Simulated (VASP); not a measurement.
A run of VASP 6.6.1 is set up as follows.

INCAR

```
PREC = Accurate
ENCUT = 520
EDIFF = 1E-8
ISMEAR = -1
SIGMA = 0.08
LREAL = False
LASPH = True
NELM = 100
ALGO = Normal
ISIF = 2
LWAVE = False
LCHARG = False
GGA = PE
IVDW = 12
LEFG = True
NBANDS = 16
```

Contents of KPOINTS:

```
Automatic mesh
0
Gamma
  9 9 9
```

The input POSCAR:

```
CdTe
1.0
    0.0000000000      3.1401300417      3.1401300417
    3.1401300417      0.0000000000      3.1401300417
    3.1401300417      3.1401300417      0.0000000000
Cd Te
1 1
Direct
    0.0000000000      0.0000000000      0.0000000000
    0.7500000000      0.7500000000      0.7500000000
```

Potentials or basis: VASP PAW PBE potentials, release 64 (Cd, Te).

The run is started by

```console
$ cat potpaw_PBE.64/Cd/POTCAR potpaw_PBE.64/Te/POTCAR > POTCAR
$ mpirun -np 1 vasp_std > vasp.out
```

Task: Estimate the dispersion energy per atom.

Result: -0.381 eV.

Task: Estimate the band gap on the k mesh.

Result: 1.07 eV, direct.

Task: Predict the pressure.

Result: 6.0 GPa.

Caveat: without QUAD_EFG the Cq values of the log hold for a quadrupole moment of 1 mb, not for the nuclei; spin-orbit coupling is left out, which moves the levels of the heavy elements. A hybrid or GW would open this gap; PBE tends to underestimate it.
